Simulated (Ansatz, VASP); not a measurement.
**One calculation of Al4Co, two programs**

```xyz
5
Lattice="-1.3907 1.3907 9.4363 1.3907 -1.3907 9.4363 1.3907 1.3907 -9.4363" Properties=species:S:1:pos:R:3 pbc="T T T"
Al    0.0000    0.0000   15.2222
Al    0.0000    0.0000    7.9366
Al    0.0000    0.0000    3.6503
Al    0.0000    0.0000   10.9359
Co    0.0000    0.0000    0.0000
```

Alike in both runs: functional PBE; k mesh 14 × 14 × 14; occupations gaussian, width 0.1 eV; no spin polarisation.

Ansatz relaxed the structure, and its values are those at the end. VASP's run is a single point on that final structure, the one shown.

|  | VASP | Ansatz |
| --- | --- | --- |
| version | VASP 6.6.1 | Ansatz 0.2.0 |
| potentials or method | VASP PAW PBE potentials, release 64 (Al, Co), cutoff 520 eV | scalar-relativistic, plane waves, PAW |
| valence electrons in the cell | 21 | 29 |

```tsv
	VASP	Ansatz	Ansatz less VASP
gap on the k mesh at the Fermi level (eV)	none	none	-
pressure (GPa)	-0.1	0.0	+0.11
```

A gap of «none» marks a metal or a gap that the smearing closes. With one functional, cell and mesh, what is left measures potentials, basis and numerics. VASP's potentials hold 21 valence electrons a cell and Ansatz's 29, so a difference there can come from the potentials and not from the codes.
